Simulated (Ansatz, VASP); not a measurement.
## Two plane-wave programs on ZnO

```
Zn O
1.0
     3.23520    0.00000    0.00000
    -1.61760    2.80176    0.00000
     0.00000    0.00000    5.21142
Zn O
2 2
Direct
  0.33333 0.66667 0.49969
  0.66667 0.33333 0.99969
  0.66667 0.33333 0.37932
  0.33333 0.66667 0.87932
```

Alike in both runs: functional r2SCAN; k mesh 12 × 12 × 6; occupations fermi-dirac, width 0.1 eV; no spin polarisation.

Ansatz relaxed the structure, and its values are those at the end. VASP's run is a single point on that final structure, the one shown.

```csv
,VASP,Ansatz
version,VASP 6.6.1,Ansatz 0.2.0
potentials or method,"VASP PAW PBE potentials, release 64 (Zn, O)","PAW with Ansatz's default frozen-core files, scalar-relativistic"
plane-wave cutoff (eV),520,500
valence electrons in the cell,36,36
```

VASP gave:

```
pressure (GPa)                     : 1.0
rms of the force components (eV/Å) : 0.006
```

Question: What did Ansatz give for the same quantities?

Answer: Pressure (GPa): 0.0; rms of the force components (eV/Å): 0.000.

VASP's potentials were made for PBE, not for r2SCAN.
